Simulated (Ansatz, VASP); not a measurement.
**One calculation of MgCd3S4, two programs**

The input INCAR:

```
  ALGO = Normal
  EDIFF = 1E-6
  EDIFFG = -0.01
  ENCUT = 600
  GGA = PE
  IBRION = 2
  ISIF = 3
  ISMEAR = 0
  LASPH = True
  LCHARG = False
  LREAL = False
  LWAVE = False
  NELM = 80
  NSW = 100
  PREC = Accurate
  SIGMA = 0.01
```

The input KPOINTS:

```
k-points
0
Gamma
  10 10 4
```

File POSCAR:

```
MgCd3S4
1.0
    3.8564402180      0.0000000000      0.0000000000
    0.0000000000      3.8564402180      0.0000000000
    0.0000000000      0.0000000000     10.8461647469
Mg Cd S
1 3 4
Direct
    0.0000000000      0.0000000000      0.5000000000
    0.0000000000      0.0000000000      0.0000000000
    0.5000000000      0.5000000000      0.2521585083
    0.5000000000      0.5000000000      0.7478414917
    0.0000000000      0.0000000000      0.2560586566
    0.5000000000      0.5000000000      0.5000000000
    0.0000000000      0.0000000000      0.7439413434
    0.5000000000      0.5000000000      0.0000000000
```

Input for Ansatz:

```yaml
crystal:
  lattice:
    - [3.856440218, 0.0, 0.0]
    - [0.0, 3.856440218, 0.0]
    - [0.0, 0.0, 10.8461647469]
  atoms:
    - { symbol: Mg, position: [0.0, 0.0, 0.5] }
    - { symbol: Cd, position: [0.0, 0.0, 0.0] }
    - { symbol: Cd, position: [0.5, 0.5, 0.2521585083] }
    - { symbol: Cd, position: [0.5, 0.5, 0.7478414917] }
    - { symbol: S, position: [0.0, 0.0, 0.2560586566] }
    - { symbol: S, position: [0.5, 0.5, 0.5] }
    - { symbol: S, position: [0.0, 0.0, 0.7439413434] }
    - { symbol: S, position: [0.5, 0.5, 0.0] }
basis:
  ecutwfc: 420
kpoints:
  mp_grid: { grid: [10, 10, 4] }
hamiltonian:
  xc: pbe
scf:
  occupations: { method: gaussian, width: 0.01 }
output:
  forces: true
  stress: true
  eigenvalues: true
  write_density: true
  write_potential: true
  elf: true
  volumetric_format: npy
relax:
  adjacent_minimum: "off"
  f_tol: 0.01
  max_steps: 80
  cell: { stress_tol: 0.05 }
```

Alike in both runs: task relaxation of cell and atoms; functional PBE; k mesh 10 × 10 × 4; occupations gaussian, width 0.01 eV; no spin polarisation.

|  | VASP | Ansatz |
| --- | --- | --- |
| version | VASP 6.6.1 | Ansatz 0.2.0 |
| potentials or method | VASP PAW PBE potentials, release 64 (Mg, Cd, S), cutoff 600 eV | scalar-relativistic, plane waves, PAW |
| valence electrons in the cell | 62 | 94 |

Ansatz gave:

* gap on the k mesh at the Fermi level, each at its own relaxed structure (eV): 0.25
* relaxed volume (Å³/atom): 20.12
* relaxed length of the cell vector where the two differ most in proportion (Å): 3.844

Problem. What did VASP give for the same quantities?

Solution. gap on the k mesh at the Fermi level, each at its own relaxed structure (eV): 0.24; relaxed volume (Å³/atom): 20.18; relaxed length of the cell vector where the two differ most in proportion (Å): 3.849.

VASP's potentials hold 62 valence electrons a cell and Ansatz's 94, so a difference there can come from the potentials and not from the codes.
